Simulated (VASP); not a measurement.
A run of VASP 6.6.1 is set up as follows.

Contents of INCAR:

```
PREC     = Accurate       # precision mode
ENCUT    = 520            # plane-wave cutoff, eV
EDIFF    = 1E-7           # SCF threshold, eV
ISMEAR   = 0              # smearing method
SIGMA    = 0.05           # smearing width, eV
LREAL    = F              # projectors in reciprocal space
LASPH    = T              # aspherical terms in the spheres
NELM     = 60             # most SCF steps
ALGO     = Normal         # electronic algorithm
ISIF     = 2              # what is computed and relaxed
LWAVE    = F              # write WAVECAR
LCHARG   = F              # write CHGCAR
GGA      = PE             # functional
IVDW     = 12             # dispersion correction
NBANDS   = 35             # bands
```

The input KPOINTS:

```
regular mesh
0
Gamma
  12 12 4
```

File POSCAR:

```
MoS2
1.0
    3.1493579417      0.0000000000      0.0000000000
   -1.5746789709      2.7274239831      0.0000000000
    0.0000000000      0.0000000000     12.0917670417
Mo S
2 4
Direct
    0.3333333333      0.6666666667      0.2500000000
    0.6666666667      0.3333333333      0.7500000000
    0.3133511082      0.6267022164      0.6238048362
    0.6466844416      0.2933688831      0.1238048362
    0.3533155584      0.7066311169      0.8761951638
    0.6866488918      0.3732977836      0.3761951638
```

Potentials or basis: VASP PAW PBE potentials, release 64 (Mo_sv, S).

Launch:

```sh
$ cat potpaw_PBE.64/Mo_sv/POTCAR potpaw_PBE.64/S/POTCAR > POTCAR
$ mpirun -np 1 vasp_std > vasp.out
```

**Question.** What does it give for the band gap on the k mesh?

**Answer.** 0.81 eV (least direct gap 1.61 eV).

**Question.** What does it give for the pressure?

**Answer.** 4.8 GPa.

**Question.** What does it give for the dispersion energy per atom?

**Answer.** -0.437 eV.

Stress tensor (GPa, compression positive):
```
  3.06   0.00   0.00
  0.00   3.01 -10.23
  0.00 -10.23   8.41
```

Caveat: the cell differs from its parent crystal (atoms displaced along several vibrational modes); the stress differs along the axes, from 3 to 8 GPa; forces of over 1 eV/Å act on the atoms, so gaps and moduli don't describe the material at rest. A k mesh can miss the band edges.
